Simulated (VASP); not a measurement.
# Ir (Fm-3m) in VASP: a series of runs, part 2 of 2

VASP 6.6.1.

## 4. Relaxation of cell and atoms, PBEsol

File INCAR:

```
SYSTEM = Ir
PREC = Accurate
ENCUT = 600
EDIFF = 1E-6
ISMEAR = 0
SIGMA = 0.1
LREAL = .False.
LASPH = .True.
NELM = 100
ALGO = Normal
ISIF = 3
LWAVE = .False.
LCHARG = .False.
GGA = PS
IBRION = 2
NSW = 100
EDIFFG = -0.002
```

File KPOINTS:

```
Automatic mesh
0
Gamma
  18 18 18
  0 0 0
```

File POSCAR:

```
Ir
1.0
    0.0000000000      1.9156000000      1.9156000000
    1.9156000000      0.0000000000      1.9156000000
    1.9156000000      1.9156000000      0.0000000000
Ir
1
Direct
    0.0000000000      0.0000000000      0.0000000000
```

Potentials or basis: VASP PAW PBE potentials, release 64 (Ir).

On the command line:

```console
$ cat potpaw_PBE.64/Ir/POTCAR > POTCAR
$ mpirun -np 1 vasp_std > vasp.out
```

OUTCAR:

```text
SYSTEM = Ir
   PREC = Accurate
   ENCUT = 600
   EDIFF = 1E-6
   ISMEAR = 0
   LREAL = .False.
   LASPH = .True.
   NELM = 100
   ISIF = 3
   GGA = PS
   IBRION = 2
   NSW = 100
   EDIFFG = -0.002

 ion  position               nearest neighbor table
   1  0.000  0.000  0.000-

  LATTYP: Found a face centered cubic cell.
 ALAT       =     3.8312000000

  Lattice vectors:

 A1 = (   0.0000000000,   1.9156000000,   1.9156000000)
 A2 = (   1.9156000000,   0.0000000000,   1.9156000000)
 A3 = (   1.9156000000,   1.9156000000,   0.0000000000)

Analysis of symmetry for initial positions (statically):
=====================================================================
 Subroutine PRICEL returns:
 Original cell was already a primitive cell.

 Routine SETGRP: Setting up the symmetry group for a
 face centered cubic supercell.

 Subroutine GETGRP returns: Found 48 space group operations
 (whereof 48 operations were pure point group operations)
 out of a pool of 48 trial point group operations.

The static configuration has the point symmetry O_h .

Analysis of symmetry for dynamics (positions and initial velocities):
=====================================================================
 Subroutine PRICEL returns:
 Original cell was already a primitive cell.

 Routine SETGRP: Setting up the symmetry group for a
 face centered cubic supercell.

 Subroutine GETGRP returns: Found 48 space group operations
 (whereof 48 operations were pure point group operations)
 out of a pool of 48 trial point group operations.

The dynamic configuration has the point symmetry O_h .

 Subroutine INISYM returns: Found 48 space group operations
 (whereof 48 operations are pure point group operations),
 and found     1 'primitive' translations

[... 118 lines left out ...]
   LHFCALC =     F    Hartree Fock is set to
   AEXX    =    0.0000 exact exchange contribution
   IVDW    =     0    specifies the selected vdW correction
   LEPSILON=     F    determine dielectric tensor
   LRPA    =     F    only Hartree local field effects (RPA)
 conjugate gradient relaxation of ions
 non-spin polarized calculation
 Gauss-broadening in eV      SIGMA  =   0.10
  energy-cutoff  :      600.00
  volume of cell :       14.06
 maximum number of plane-waves:       489
 NGX is ok and might be reduce to    24
   NGX = 11   NGY = 11   NGZ = 11

--------------------------------------- Ionic step        1  -------------------------------------------

 number of electron       9.0000000 magnetization

 Free energy of the ion-electron system (eV)
  ---------------------------------------------------
  ext. energy  EPLUGINS =         0.00000000
  ---------------------------------------------------
  free energy    TOTEN  =        -9.82336412 eV

  energy without entropy =       -9.81833149  energy(sigma->0) =       -9.82084781

------------------------ aborting loop because EDIFF is reached ----------------------------------------

  FORCE on cell =-STRESS in cart. coord.  units (eV):
  Direction    XX          YY          ZZ          XY          YZ          ZX
  --------------------------------------------------------------------------------------
  -------------------------------------------------------------------------------------
  Total        0.0632752      0.0632752      0.0632752     -0.0000000     -0.0000000     -0.0000000
  in kB        7.2110639      7.2110639      7.2110639     -0.0000000     -0.0000000     -0.0000000
  external PRESSURE =       7.2110639 kB  Pullay stress =       0.0000000 kB
[... 57 lines left out ...]
--------------------------------------- Ionic step        3  -------------------------------------------

 number of electron       9.0000000 magnetization

 Free energy of the ion-electron system (eV)
  ---------------------------------------------------
  ext. energy  EPLUGINS =         0.00000000
  ---------------------------------------------------
  free energy    TOTEN  =        -9.82343247 eV

  energy without entropy =       -9.81838162  energy(sigma->0) =       -9.82090704

 E-fermi :  10.3591     XC(G=0): -14.1271

 val. band max:       10.3521914456   @ k =   0.5000   0.2222   0.1111
 cond. band min:      10.3685418247   @ k =   0.3333   0.1111   0.0556
 fundamental gap:      0.0163503790
 Fermi energy:        10.3591101812

 k-point     1 :       0.0000    0.0000    0.0000
  band No.  band energies     occupation
      1      -0.9162      2.00000
      2       6.3927      2.00000
      3       6.3927      2.00000
      4       6.3927      2.00000
      5       9.1273      2.00000
      6       9.1273      2.00000
      7      24.6322      0.00000
      8      30.2320      0.00000
[... 243 lines left out ...]
 k-point    24 :      -0.2222    0.0556    0.0000
  band No.  band energies     occupation
      1       1.3121      2.00000
      2       5.7149      2.00000
      3       6.8560      2.00000
      4       6.9495      2.00000
      5       8.8283      2.00000
      6       9.6980      2.00000
      7      24.4716      0.00000
      8      27.3000      0.00000

 [... further k-points ...]
[... 5 lines left out ...]
  --------------------------------------------------------------------------------------
  -------------------------------------------------------------------------------------
  Total        0.0016504      0.0016504      0.0016504      0.0000000      0.0000000      0.0000000
  in kB        0.1877248      0.1877248      0.1877248      0.0000000      0.0000000      0.0000000
  external PRESSURE =       0.1877248 kB  Pullay stress =       0.0000000 kB
[... 16 lines left out ...]
  FREE ENERGIE OF THE ION-ELECTRON SYSTEM (eV)
  ---------------------------------------------------
  free  energy   TOTEN  =        -9.8234324698 eV

  energy  without entropy=       -9.8183816170  energy(sigma->0) =       -9.82090704

 reached required accuracy - stopping structural energy minimisation
```

OSZICAR:

```text
N       E                     dE             d eps       ncg     rms          rms(c)
DAV:   1     0.459254290592E+02    0.45925E+02   -0.49263E+03  3128   0.116E+03
DAV:   2    -0.975699073492E+01   -0.55682E+02   -0.53793E+02  3136   0.213E+02
DAV:   3    -0.104496615462E+02   -0.69267E+00   -0.69138E+00  4552   0.326E+01
DAV:   4    -0.104537860226E+02   -0.41245E-02   -0.41241E-02  3992   0.181E+00
[... 15 lines left out ...]
DAV:   1    -0.982598888379E+01   -0.34312E-02   -0.99910E-02  3360   0.525E+00    0.500E-01
DAV:   2    -0.982368972323E+01    0.22992E-02   -0.58908E-03  3440   0.107E+00    0.167E-01
DAV:   3    -0.982342970807E+01    0.26002E-03   -0.11943E-03  3776   0.441E-01    0.463E-02
DAV:   4    -0.982343239496E+01   -0.26869E-05   -0.26848E-05  4168   0.540E-02    0.266E-03
DAV:   5    -0.982343246978E+01   -0.74817E-07   -0.32114E-07  2320   0.687E-03
   3 F= -.98234325E+01 E0= -.98209070E+01  d E =-.683502E-04
```

CONTCAR:

```text
Ir
   1.00000000000000
    -0.0000000000000000    1.9168204156388986    1.9168204156388986
     1.9168204156388986   -0.0000000000000000    1.9168204156388986
     1.9168204156388986    1.9168204156388986   -0.0000000000000000
  Ir
     1
Direct
     0.0000000000000000    0.0000000000000000    0.0000000000000000

  0.00000000E+00  0.00000000E+00  0.00000000E+00
```

It took 36 s on 1 thread of Intel Xeon 6975P-C, shared host; peak memory 0.17 GiB.

What came out:

- Free energy: -9.8234 eV
- Relaxed volume: 14.09 Å³/atom
- Relaxed cell: a = 2.711 Å, b = 2.711 Å, c = 2.711 Å, α = 60.00°, β = 60.00°, γ = 60.00°
- Space group after relaxing (to 0.05 Å): Fm-3m (No. 225)
- Energy gained by relaxing: 0.1 meV/atom
- Ionic steps: 3
- Pressure after relaxing: 0.0 GPa

Final structure:
```yaml
crystal:
  lattice:
    - [0.00000, 1.91682, 1.91682]
    - [1.91682, 0.00000, 1.91682]
    - [1.91682, 1.91682, 0.00000]
  atoms:
    - { symbol: Ir, position: [0.00000, 0.00000, 0.00000] }
```

Caveat: the PAW data sets were made with another functional, which shifts forces and pressure a little; spin-orbit coupling is left out, which moves the levels of the heavy elements.

## 5. Summary

```csv
task,cell,k mesh,cutoff (eV),gap on the mesh (eV),pressure (GPa)
single point,"a = 2.709 Å, angles 60.0°, 1 atom",8 × 8 × 8,520,none,2.2
single point,"a = 2.708 Å, angles 60.0°, 1 atom",18 × 18 × 18,520,none,1.0
relaxation of cell and atoms,"relaxed from a = 2.709 Å, angles 60.0°, 1 atom",18 × 18 × 18,600,none,0.0
```

Alike in all rows: level PBEsol; potentials or basis VASP PAW PBE potentials, release 64 (Ir); no spin polarisation; smearing gaussian 0.1 eV.

Caveats: the PAW data sets were made with another functional, which shifts forces and pressure a little; spin-orbit coupling is left out, which moves the levels of the heavy elements.

Total energies depend on the potentials used, so only differences within one code and one set of settings carry meaning.
